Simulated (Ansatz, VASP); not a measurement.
**One calculation of Te2Mo, two programs**

The input INCAR:

```
ALGO     = Normal         # electronic algorithm
EDIFF    = 1E-7           # SCF threshold, eV
ENCUT    = 520            # plane-wave cutoff, eV
GGA      = CA             # functional
ISIF     = 2              # what is computed and relaxed
ISMEAR   = -1             # smearing method
LASPH    = T              # aspherical terms in the spheres
LCHARG   = F              # write CHGCAR
LREAL    = F              # projectors in reciprocal space
LWAVE    = F              # write WAVECAR
NBANDS   = 20             # bands
NELM     = 60             # most SCF steps
PREC     = Accurate       # precision mode
SIGMA    = 0.05           # smearing width, eV
```

Contents of KPOINTS:

```
k-points
0
Gamma
  9 9 2
```

The input POSCAR:

```
Te2Mo
1.0
    3.5363379141      0.0000000000      0.0000000000
   -1.7681689570      3.0625584699      0.0000000000
    0.0000000000      0.0000000000     17.4064431499
Te Mo
2 1
Direct
    0.3333333333      0.6666666667      0.1021445500
    0.3333333333      0.6666666667      0.8978554500
    0.0000000000      0.0000000000      0.0000000000
```

Contents of input.yaml:

```yaml
crystal:
  lattice:
    - [3.5363379141, 0.0, 0.0]
    - [-1.768168957, 3.0625584699, 0.0]
    - [0.0, 0.0, 17.4064431499]
  atoms:
    - { symbol: Te, position: [0.3333333333, 0.6666666667, 0.10214455] }
    - { symbol: Te, position: [0.3333333333, 0.6666666667, 0.89785545] }
    - { symbol: Mo, position: [0.0, 0.0, 0.0] }
kpoints:
  mp_grid: { grid: [9, 9, 2] }
scf:
  occupations: { method: fermi_dirac, width: 0.05 }
hamiltonian:
  xc: lda
  pseudopotentials: { kind: all_electron, lapw: { basis_error: 0.002 } }
output:
  forces: true
  stress: true
  eigenvalues: true
```

Change from the starting cell: volume scaled by 0.98.

Alike in both runs: task single point; functional LDA; k mesh 9 × 9 × 2; occupations fermi-dirac, width 0.05 eV; no spin polarisation.

```csv
,VASP,Ansatz
version,VASP 6.6.1,Ansatz 0.2.0
potentials or method,"VASP PAW LDA potentials, release 64 (Te, Mo_sv), cutoff 520 eV","all-electron LAPW, scalar-relativistic"
```

Ansatz gave:

```
gap on the k mesh at the Fermi level (eV) : 1.08
least direct gap on the mesh (eV)         : 1.08
rms of the force components (eV/Å)        : 0.063
```

Task: What did VASP give for the same quantities?

Result: gap on the k mesh at the Fermi level (eV): 1.08; least direct gap on the mesh (eV): 1.08; rms of the force components (eV/Å): 0.039.

LDA's correlation is that of Perdew and Zunger in VASP and of Perdew and Wang (1992) in Ansatz. Atom by atom the forces differ by 0.024 eV/Å (rms over components). Ansatz ran all-electron here, and VASP with PAW potentials.

Neither program's run includes spin-orbit coupling.
